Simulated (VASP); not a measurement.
CdF3, 8 atoms in the cell. Symmetry: Pmmn, No. 59, orthorhombic system. The conventional cell has a = 3.737 Å, b = 5.488 Å, c = 6.223 Å, α = 90.00°, β = 90.00°, γ = 90.00°. Cd (site symmetry mm2) has 7 F at 2.07 to 2.32 Å within 2.7 Å. F (site symmetry m) has 3 Cd at 2.30 to 2.32 Å and 7 F at 2.61 to 3.11 Å within 3.2 Å. F (site symmetry mm2) has 1 Cd at 2.07 Å and 2 F at 2.70 Å within 2.7 Å. The cell was generated, and may not be a known phase.

| Property | Result |
| --- | --- |
| Program | VASP 6.6.1 |
| Task | relaxation of cell and atoms |
| Functional | PBE |
| Potentials or basis | VASP PAW PBE potentials, release 64 (Cd_sv_GW, F) |
| Cutoff | 700 eV |
| k mesh | 6 × 4 × 4 |
| Occupations | gaussian, width 0.1 eV |
| Spin | no spin polarisation |
| Dipole correction | no |
| Further INCAR settings | ALGO = Normal; EDIFF = 1e-07; IBRION = 2; EDIFFG = -0.04; NSW = 90; ISIF = 3 |

Potentials or basis: VASP PAW PBE potentials, release 64 (Cd_sv_GW, F).

The run is started by

```console
$ cat potpaw_PBE.64/Cd_sv_GW/POTCAR potpaw_PBE.64/F/POTCAR > POTCAR
$ mpirun -np 1 vasp_std > vasp.out
```

Hardware: 1 thread of Intel(R) Xeon(R) Platinum 8488C (Sapphire Rapids) (shared host).

**Question.** How long does it take, and how much memory?

**Answer.** Wall time 18 min on 1 thread of Intel(R) Xeon(R) Platinum 8488C (Sapphire Rapids) (shared host), peak memory 0.5 GiB. Counts: scf iterations 49, k points 36, ion steps 4.
